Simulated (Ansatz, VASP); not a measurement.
**One calculation of GePPd3, two programs**

```
Ge P Pd
1.0
     4.60335    0.00000    0.00000
     0.00000    4.60335    0.00000
     0.00000    0.00000    4.60335
Ge P Pd
1 1 3
Cartesian
  2.3017 2.3017 2.3017
  0.0000 0.0000 0.0000
  0.0000 2.3017 2.3017
  2.3017 0.0000 2.3017
  2.3017 2.3017 0.0000
```

Alike in both runs: functional PBE; k mesh 4 × 4 × 4; occupations gaussian, width 0.1 eV; no spin polarisation.

Ansatz relaxed the structure, and its values are those at the end. VASP's run is a single point on that final structure, the one shown.

|  | VASP | Ansatz |
| --- | --- | --- |
| version | VASP 6.6.1 | Ansatz 0.2.0 |
| potentials or method | VASP PAW PBE potentials, release 64 (Ge_d, P, Pd), cutoff 520 eV | scalar-relativistic, plane waves, PAW |
| valence electrons in the cell | 49 | 73 |

Ansatz gave:

```
gap on the k mesh at the Fermi level (eV) : none
pressure (GPa)                            : 0.2
```

Task: Estimate VASP's values.

Result: gap on the k mesh at the Fermi level (eV): none; pressure (GPa): 0.4.

A gap of «none» marks a metal or a gap that the smearing closes. VASP's potentials hold 49 valence electrons a cell and Ansatz's 73, so a difference there can come from the potentials and not from the codes.
